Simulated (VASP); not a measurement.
Input of a VASP 6.6.1 run:

File INCAR:

```
SYSTEM = ZrS
  PREC = Accurate
  ENCUT = 520
  EDIFF = 1E-6
  ISMEAR = 0
  SIGMA = 0.1
  LREAL = .FALSE.
  LASPH = .TRUE.
  NELM = 60
  ALGO = Normal
  ISIF = 2
  LWAVE = .FALSE.
  LCHARG = .TRUE.
  GGA = PS
  LELF = .TRUE.
  LVHAR = .TRUE.
  NBANDS = 16
```

Contents of KPOINTS:

```
regular mesh
0
G
  4 4 4
  0 0 0
```

POSCAR

```
ZrS
1.0
    0.0000000000      2.6250000000      2.6250000000
    2.6250000000      0.0000000000      2.6250000000
    2.6250000000      2.6250000000      0.0000000000
Zr S
1 1
Direct
    0.0000000000      0.0000000000      0.0000000000
    0.5000000000      0.5000000000      0.5000000000
```

Potentials or basis: VASP PAW PBE potentials, release 64 (Zr_sv, S).

The run is started by

```sh
$ cat potpaw_PBE.64/Zr_sv/POTCAR potpaw_PBE.64/S/POTCAR > POTCAR
$ mpirun -np 1 vasp_std > vasp.out
```

(1) Predict the pressure.

(2) Predict the band gap on the k mesh.

## Answers

(1) -6.7 GPa.

(2) zero (band 9 reaches 12.11 eV, above the bottom of band 10 at 9.27 eV).

Caveat: the k points lie up to 0.52 Å⁻¹ apart; the PAW data sets were made with another functional, which shifts forces and pressure a little.
